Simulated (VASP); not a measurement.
Here is a VASP 6.6.1 calculation.

File POSCAR:

```
Ag2IBr
1.0
    2.1019457977      1.2135589721      6.7720494999
   -2.1019457977      1.2135589721      6.7720494999
    0.0000000000     -2.4271179442      6.7720494999
Br I Ag
1 1 2
Direct
    1.0000000000      0.0000000000      0.0000000000
    0.5000000000      0.5000000000      0.5000000000
    0.2538003933      0.2538003933      0.2538003933
    0.7461996067      0.7461996067      0.7461996067
```

File INCAR.step1:

```
PREC = Accurate ; ENCUT = 520
ISMEAR = 0 ; SIGMA = 0.01
LREAL = F ; LASPH = T
NELM = 100 ; NBANDS = 26
GGA = PE ; ALGO = Normal
EDIFF = 1E-4 ; LWAVE = T
LCHARG = F
```

INCAR.step2

```
PREC = Accurate ; ENCUT = 520
EDIFF = 1E-6 ; ISMEAR = 0
SIGMA = 0.01 ; LREAL = F
LASPH = T ; NELM = 100
ALGO = Normal ; ISIF = 2
LWAVE = F ; LCHARG = F
METAGGA = R2SCAN ; LMIXTAU = T
NBANDS = 26 ; ISTART = 1
```

The input KPOINTS:

```
regular mesh
0
Gamma
  8 8 8
```

Potentials or basis: VASP PAW PBE potentials, release 64 (Br, I, Ag).

The run is started by

```console
$ cat potpaw_PBE.64/Br/POTCAR potpaw_PBE.64/I/POTCAR potpaw_PBE.64/Ag/POTCAR > POTCAR
$ cp INCAR.step1 INCAR
$ mpirun -np 1 vasp_std > vasp.out
$ cp INCAR.step2 INCAR
$ mpirun -np 1 vasp_std > vasp.out
```

Question: What does it give for the pressure?

Answer: 0.9 GPa.

Question: Estimate the band gap on the k mesh.

Answer: 1.24 eV.

Forces in eV/Å, atoms in the order of the input:
```
Br   0.000  0.000  0.000
I    0.000  0.000  0.000
Ag   0.000  0.000 -0.008
Ag   0.000  0.000  0.008
```

Caveat: the cell differs from its parent crystal (strain -0.7%); the PAW data sets were made with another functional, which shifts forces and pressure a little; spin-orbit coupling is left out, which moves the levels of the heavy elements. A k mesh can miss the band edges.
